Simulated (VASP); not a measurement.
# BN (P6_3/mmc) in VASP: notebook

BN is run at these levels: r2SCAN; tasks: single point.

Everything below comes from runs of VASP 6.6.1. Logs are shortened: lines on timing, memory, paths and dates and some standing lists are left out, and cuts for length are marked.

### Step 1. The cell of the first run

The structure is hexagonal, space group P6_3/mmc (No. 194). Conventional cell: a = 2.643 Å, b = 2.643 Å, c = 5.977 Å, α = 90.00°, β = 90.00°, γ = 120.00°. B (site symmetry -6m2) has 3 N at 1.53 Å within 2.0 Å. N (site symmetry -6m2) has 3 B at 1.53 Å within 2.0 Å.

### Step 2. Single point, r2SCAN

POSCAR

```
BN
1.0
    2.6433818912      0.0000000000      0.0000000000
   -1.3216909456      2.2892358697      0.0000000000
    0.0000000000      0.0000000000      5.9772087543
B N
2 2
Direct
    0.3333333333      0.6666666667      0.2500000000
    0.6666666667      0.3333333333      0.7500000000
    0.3333333333      0.6666666667      0.7500000000
    0.6666666667      0.3333333333      0.2500000000
```

INCAR.step1

```
SYSTEM = BN
PREC     = Accurate       ! precision mode
ENCUT    = 520            ! plane-wave cutoff, eV
ISMEAR   = 0              ! smearing method
SIGMA    = 0.05           ! smearing width, eV
LREAL    = .FALSE.        ! projectors in reciprocal space
LASPH    = .TRUE.         ! aspherical terms in the spheres
NELM     = 60             ! most SCF steps
NBANDS   = 16             ! bands
GGA      = PE             ! functional
ALGO     = Normal         ! electronic algorithm
EDIFF    = 1E-4           ! SCF threshold, eV
LWAVE    = .TRUE.         ! write WAVECAR
LCHARG   = .FALSE.        ! write CHGCAR
```

INCAR.step2

```
SYSTEM = BN
PREC     = Accurate       ! precision mode
ENCUT    = 520            ! plane-wave cutoff, eV
EDIFF    = 1E-7           ! SCF threshold, eV
ISMEAR   = 0              ! smearing method
SIGMA    = 0.05           ! smearing width, eV
LREAL    = .FALSE.        ! projectors in reciprocal space
LASPH    = .TRUE.         ! aspherical terms in the spheres
NELM     = 60             ! most SCF steps
ALGO     = Normal         ! electronic algorithm
ISIF     = 2              ! what is computed and relaxed
LWAVE    = .FALSE.        ! write WAVECAR
LCHARG   = .FALSE.        ! write CHGCAR
METAGGA  = R2SCAN         ! meta-GGA
LMIXTAU  = .TRUE.       
NBANDS   = 16             ! bands
ISTART   = 1
```

KPOINTS

```
regular mesh
0
G
  12 12 4
  0 0 0
```

Potentials or basis: VASP PAW PBE potentials, release 64 (B, N).

Run with:

```
$ cat potpaw_PBE.64/B/POTCAR potpaw_PBE.64/N/POTCAR > POTCAR
$ cp INCAR.step1 INCAR
$ mpirun -np 1 vasp_std > vasp.out
$ cp INCAR.step2 INCAR
$ mpirun -np 1 vasp_std > vasp.out
```

OUTCAR:

```text
SYSTEM = BN
   PREC = Accurate
   ENCUT = 520
   EDIFF = 1E-7
   ISMEAR = 0
   LREAL = .FALSE.
   LASPH = .TRUE.
   NELM = 60
   ISIF = 2
   METAGGA = R2SCAN
   ISTART = 1

 ion  position               nearest neighbor table
   1  0.333  0.667  0.250-   4 1.53   4 1.53   4 1.53
   2  0.667  0.333  0.750-   3 1.53   3 1.53   3 1.53
   3  0.333  0.667  0.750-   2 1.53   2 1.53   2 1.53
   4  0.667  0.333  0.250-   1 1.53   1 1.53   1 1.53

  LATTYP: Found a hexagonal cell.
 ALAT       =     2.6433818912
 C/A-ratio  =     2.2611975872

  Lattice vectors:

 A1 = (   2.6433818912,   0.0000000000,   0.0000000000)
 A2 = (  -1.3216909456,   2.2892358697,   0.0000000000)
 A3 = (   0.0000000000,   0.0000000000,   5.9772087543)

Analysis of symmetry for initial positions (statically):
=====================================================================
 Subroutine PRICEL returns:
 Original cell was already a primitive cell.

 Routine SETGRP: Setting up the symmetry group for a
 hexagonal supercell.

 Subroutine GETGRP returns: Found 24 space group operations
 (whereof 12 operations were pure point group operations)
 out of a pool of 24 trial point group operations.

The static configuration has the point symmetry D_3d.
 The point group associated with its full space group is D_6h.

Analysis of symmetry for dynamics (positions and initial velocities):
=====================================================================
 Subroutine PRICEL returns:
 Original cell was already a primitive cell.

 Routine SETGRP: Setting up the symmetry group for a
 hexagonal supercell.

 Subroutine GETGRP returns: Found 24 space group operations
 (whereof 12 operations were pure point group operations)
 out of a pool of 24 trial point group operations.

The dynamic configuration has the point symmetry D_3d.
 The point group associated with its full space group is D_6h.

 Subroutine INISYM returns: Found 24 space group operations
 (whereof 12 operations are pure point group operations),
 and found     1 'primitive' translations

----------------------------------------------------------------------------------------

                                     Primitive cell

  volume of cell :      36.1700

  direct lattice vectors                    reciprocal lattice vectors
     2.643381891  0.000000000  0.000000000     0.378303265  0.218413492  0.000000000
    -1.321690946  2.289235870  0.000000000     0.000000000  0.436826984  0.000000000
     0.000000000  0.000000000  5.977208754     0.000000000  0.000000000  0.167302171

  length of vectors
     2.643381891  2.643381891  5.977208754     0.436826984  0.436826984  0.167302171

  position of ions in fractional coordinates (direct lattice)
     0.333333333  0.666666667  0.250000000
     0.666666667  0.333333333  0.750000000
     0.333333333  0.666666667  0.750000000
     0.666666667  0.333333333  0.250000000

  ion indices of the primitive-cell ions
   primitive index   ion index
                 1           1
                 2           2
                 3           3
                 4           4

----------------------------------------------------------------------------------------

 KPOINTS: regular mesh

Automatic generation of k-mesh.
 Grid dimensions read from file:
 generate k-points for:   12   12    4

 Generating k-lattice:

  Cartesian coordinates                     Fractional coordinates (reciprocal lattice)
     0.031525272  0.018201124  0.000000000     0.083333333  0.000000000  0.000000000
     0.000000000  0.036402249  0.000000000     0.000000000  0.083333333  0.000000000
     0.000000000  0.000000000  0.041825543     0.000000000  0.000000000  0.250000000

  Length of vectors
     0.036402249  0.036402249  0.041825543

  Shift w.r.t. Gamma in fractional coordinates (k-lattice)
     0.000000000  0.000000000  0.000000000

 Subroutine IBZKPT returns following result:
 ===========================================

 Found     57 irreducible k-points:

 Following reciprocal coordinates:
            Coordinates               Weight
  0.000000  0.000000  0.000000      1.000000
  0.083333  0.000000  0.000000      6.000000
  0.166667  0.000000  0.000000      6.000000
  0.250000  0.000000  0.000000      6.000000
  0.333333  0.000000  0.000000      6.000000
  0.416667  0.000000  0.000000      6.000000
[... 16 lines left out ...]
  0.250000  0.000000  0.250000     12.000000
  0.333333  0.000000  0.250000     12.000000
 [... further k-points ...]
   k-points           NKPTS =     57   k-points in BZ     NKDIM =     57   number of bands    NBANDS=     16
   number of dos      NEDOS =    301   number of ions     NIONS =      4
   total plane-waves  NPLWV =  19200
   dimension x,y,z NGX =    20 NGY =   20 NGZ =   48
   dimension x,y,z NGXF=    40 NGYF=   40 NGZF=   96
   ions per type =               2   2
   NGX,Y,Z   is equivalent  to a cutoff of  12.58, 12.58, 13.35 a.u.
   NGXF,Y,Z  is equivalent  to a cutoff of  25.16, 25.16, 26.70 a.u.
 SYSTEM =  BN
   PREC   = accura    normal or accurate (medium, high low for compatibility)
   ISTART =      1    job   : 0-new  1-cont  2-samecut
   ICHARG =      0    charge: 1-file 2-atom 10-const
   ISPIN  =      1    spin polarized calculation?
   LNONCOLLINEAR =      F non collinear calculations
   LSORBIT =      F    spin-orbit coupling
   LASPH  =      T    aspherical Exc in radial PAW
   ENCUT  =  520.0 eV  38.22 Ry    6.18 a.u.   4.91  4.91 11.11*2*pi/ulx,y,z
   NELM   =     60;   NELMIN=  2; NELMDL=  0     # of ELM steps
   EDIFF  = 0.1E-06   stopping-criterion for ELM
   LREAL  =      F    real-space projection
   EDIFFG = 0.1E-05   stopping-criterion for IOM
   NSW    =      0    number of steps for IOM
   IBRION =     -1    ionic relax: 0-MD 1-quasi-New 2-CG
   NFREE  =      0    steps in history (QN), initial steepest desc. (CG)
   ISIF   =      2    stress and relaxation
   ISYM   =      2    0-nonsym 1-usesym 2-fastsym
   POTIM  = 0.5000    time-step for ionic-motion
   TEBEG  =    0.0;   TEEND  =   0.0 temperature during run
   PSTRESS=    0.0 pullay stress
   NELECT =      16.0000    total number of electrons
   NUPDOWN=      -1.0000    fix difference up-down
   EMIN   =  10.00;   EMAX   =-10.00  energy-range for DOS
   EFERMI =   0.00;   METHOD = LEGACY
   ISMEAR =     0;   SIGMA  =   0.05  broadening in eV -4-tet -1-fermi 0-gaus
   EFERMI_NEDOS =   21; number of points for ismear=-14 and -15
   IALGO  =     38    algorithm
   IMIX   =      4    mixing-type and parameters
     AMIX     =   0.40;   BMIX     =  1.00
     AMIX_MAG =   1.60;   BMIX_MAG =  1.00
  volume/ion in A,a.u.               =       9.04        61.02
  Fermi-wavevector in a.u.,A,eV,Ry     =   1.247379  2.357205 21.170055  1.555955
  Thomas-Fermi vector in A             =   2.381514
   LORBIT       =      0    0 simple, 1 ext, 2 COOP (PROOUT), +10 PAW based schemes
   METAGGA = R2SCAN    functional components
   LHFCALC =     F    Hartree Fock is set to
   AEXX    =    0.0000 exact exchange contribution
   IVDW    =     0    specifies the selected vdW correction
   LEPSILON=     F    determine dielectric tensor
   LRPA    =     F    only Hartree local field effects (RPA)
 non-spin polarized calculation
 Gauss-broadening in eV      SIGMA  =   0.05
  energy-cutoff  :      520.00
  volume of cell :       36.17
 maximum number of plane-waves:       999
 NGX is ok and might be reduce to    20

 number of electron      16.0000001 magnetization

 Free energy of the ion-electron system (eV)
  ---------------------------------------------------
  ext. energy  EPLUGINS =         0.00000000
  ---------------------------------------------------
  free energy    TOTEN  =       -37.84802032 eV

  energy without entropy =      -37.84802032  energy(sigma->0) =      -37.84802032

 E-fermi :   2.5410     XC(G=0): -11.0468

 val. band max:        2.3094705186   @ k =   0.3333   0.2500   0.0000
 cond. band min:       6.7721772340   @ k =   0.5000   0.0000   0.2500
 fundamental gap:      4.4627067154
 Fermi energy:         2.5409931212

 k-point     1 :       0.0000    0.0000    0.0000
  band No.  band energies     occupation
      1     -15.7862      2.00000
      2     -15.1410      2.00000
      3      -3.9223      2.00000
      4      -0.2988      2.00000
      5       0.6872      2.00000
      6       0.6872      2.00000
[... 8 lines left out ...]
     15      13.5770      0.00000
     16      14.5388      0.00000

 k-point     2 :       0.0833    0.0000    0.0000
  band No.  band energies     occupation
      1     -15.6591      2.00000
      2     -15.0227      2.00000
      3      -3.7508      2.00000
      4      -0.1586      2.00000
      5       0.1256      2.00000
      6       0.2661      2.00000
[... 8 lines left out ...]
     15      13.9383      0.00000
     16      14.0381      0.00000

 k-point     3 :       0.1667    0.0000    0.0000
  band No.  band energies     occupation
      1     -15.2857      2.00000
      2     -14.6768      2.00000
      3      -3.2428      2.00000
      4      -1.2717      2.00000
      5      -1.1029      2.00000
      6      -0.1178      2.00000
[... 8 lines left out ...]
     15      15.0740      0.00000
     16      15.3739      0.00000

 k-point     4 :       0.2500    0.0000    0.0000
  band No.  band energies     occupation
      1     -14.6947      2.00000
      2     -14.1367      2.00000
      3      -3.0036      2.00000
      4      -2.7902      2.00000
      5      -2.4223      2.00000
      6      -0.7826      2.00000
[... 8 lines left out ...]
     15      17.1400      0.00000
     16      17.4043      0.00000
[... 324 lines left out ...]
 k-point    22 :       0.1667    0.0000    0.2500
  band No.  band energies     occupation
      1     -15.2047      2.00000
      2     -14.7753      2.00000
      3      -2.8432      2.00000
      4      -1.2321      2.00000
      5      -1.1776      2.00000
      6      -0.3488      2.00000
[... 8 lines left out ...]
     15      15.1141      0.00000
     16      15.3259      0.00000

 k-point    23 :       0.2500    0.0000    0.2500
  band No.  band energies     occupation
      1     -14.6197      2.00000
      2     -14.2260      2.00000
      3      -3.0174      2.00000
      4      -2.8414      2.00000
      5      -1.9722      2.00000
      6      -0.7552      2.00000
[... 8 lines left out ...]
     15      17.1730      0.00000
     16      17.3591      0.00000

 k-point    24 :       0.3333    0.0000    0.2500
  band No.  band energies     occupation
      1     -13.8903      2.00000
      2     -13.5570      2.00000
      3      -4.6609      2.00000
      4      -4.4847      2.00000
      5      -1.3266      2.00000
      6      -1.1819      2.00000
[... 8 lines left out ...]
     15      19.1490      0.00000
     16      19.4526      0.00000

 [... further k-points ...]

------------------------ aborting loop because EDIFF is reached ----------------------------------------

  FORCE on cell =-STRESS in cart. coord.  units (eV):
  Direction    XX          YY          ZZ          XY          YZ          ZX
  --------------------------------------------------------------------------------------
  -------------------------------------------------------------------------------------
  Total      -11.8019410    -11.8019410      1.1565632      0.0000000     -0.0000000      0.0000000
  in kB     -522.7754014   -522.7754014     51.2307916      0.0000000     -0.0000000      0.0000000
  external PRESSURE =    -331.4400037 kB  Pullay stress =       0.0000000 kB

 VOLUME and BASIS-vectors are now :
 -----------------------------------------------------------------------------
  energy-cutoff  :      520.00
  volume of cell :       36.17
      direct lattice vectors                 reciprocal lattice vectors
     2.643381891  0.000000000  0.000000000     0.378303265  0.218413492  0.000000000
    -1.321690946  2.289235870  0.000000000     0.000000000  0.436826984  0.000000000
     0.000000000  0.000000000  5.977208754     0.000000000  0.000000000  0.167302171

 POSITION                                       TOTAL-FORCE (eV/Angst)
 -----------------------------------------------------------------------------------
     -0.00000      1.52616      1.49430        -0.000000      0.000000      0.000000
      1.32169      0.76308      4.48291         0.000000      0.000000      0.000000
     -0.00000      1.52616      4.48291         0.000000      0.000000      0.000000
      1.32169      0.76308      1.49430        -0.000000     -0.000000      0.000000
 -----------------------------------------------------------------------------------
    total drift:                               -0.000000      0.000000      0.000000

  FREE ENERGIE OF THE ION-ELECTRON SYSTEM (eV)
  ---------------------------------------------------
  free  energy   TOTEN  =       -37.8480203176 eV

  energy  without entropy=      -37.8480203176  energy(sigma->0) =      -37.84802032
```

It took 1.9 min on 1 thread of Intel Xeon Platinum 8375C at 2.90GHz (Ice Lake), shared host; peak memory 0.16 GiB.

Results:

```
Free energy            : -37.8480 eV
Pressure               : -33.1 GPa
Band gap on the k mesh : 4.46 eV, indirect (least direct gap 4.64 eV)
```

Caveat: the PAW data sets were made with another functional, which shifts forces and pressure a little. A k mesh can miss the band edges.

### Step 3. Single point, r2SCAN

This run uses another cell than the first one, of the same volume but with other edges.

POSCAR

```
BN
1.0
    2.3563464098      0.0000000000      0.0000000000
   -1.1781732049      2.0406558510      0.0000000000
    0.0000000000      0.0000000000      7.5221150347
B N
2 2
Direct
    0.3333333333      0.6666666667      0.2500000000
    0.6666666667      0.3333333333      0.7500000000
    0.3333333333      0.6666666667      0.7500000000
    0.6666666667      0.3333333333      0.2500000000
```

INCAR.step1

```
  ALGO = Normal
  EDIFF = 1E-4
  ENCUT = 520
  GGA = PE
  ISMEAR = 0
  LASPH = True
  LCHARG = False
  LREAL = False
  LWAVE = True
  NBANDS = 16
  NELM = 100
  PREC = Accurate
  SIGMA = 0.05
```

INCAR.step2

```
  ALGO = Normal
  EDIFF = 1E-7
  ENCUT = 520
  ISIF = 2
  ISMEAR = 0
  ISTART = 1
  LASPH = True
  LCHARG = True
  LELF = True
  LMIXTAU = True
  LREAL = False
  LVHAR = True
  LWAVE = False
  METAGGA = R2SCAN
  NBANDS = 16
  NELM = 100
  PREC = Accurate
  SIGMA = 0.05
```

KPOINTS

```
k-points
0
Gamma
  12 12 4
```

Potentials or basis: VASP PAW PBE potentials, release 64 (B, N).

Run with:

```
$ cat potpaw_PBE.64/B/POTCAR potpaw_PBE.64/N/POTCAR > POTCAR
$ cp INCAR.step1 INCAR
$ mpirun -np 1 vasp_std > vasp.out
$ cp INCAR.step2 INCAR
$ mpirun -np 1 vasp_std > vasp.out
```

Wall time 1.9 min (1 thread of Intel Xeon Platinum 8375C at 2.90GHz (Ice Lake), shared host); peak memory 0.16 GiB.

Results (log left out):

```
Free energy            : -37.5875 eV
Pressure               : 50.3 GPa
Band gap on the k mesh : 4.70 eV, indirect (least direct gap 5.81 eV)
```

Stress tensor (GPa, compression positive):
```
76.15  0.00  0.00
 0.00 76.15  0.00
 0.00  0.00 -1.38
```

Levels at points of the mesh, in eV from the valence-band top:
| k point | band 5 | band 6 | band 7 | band 8 | band 9 | band 10 | band 11 | band 12 |
| --- | --- | --- | --- | --- | --- | --- | --- | --- |
| (0.00, 0.00, 0.00) | -1.12 | -1.12 | -1.11 | -1.11 | 4.70 | 9.28 | 13.70 | 13.94 |
| (0.50, 0.00, 0.00) | -4.59 | -4.57 | -1.33 | -0.89 | 5.39 | 6.26 | 11.74 | 12.84 |
| (0.00, 0.00, 0.50) | -1.12 | -1.12 | -1.12 | -1.12 | 6.54 | 6.54 | 13.96 | 13.96 |
| (0.50, 0.00, 0.50) | -4.58 | -4.58 | -1.11 | -1.11 | 5.74 | 5.74 | 12.46 | 12.46 |

Caveat: the PAW data sets were made with another functional, which shifts forces and pressure a little. A k mesh can miss the band edges.

(Part 1 of 2 ends here.)
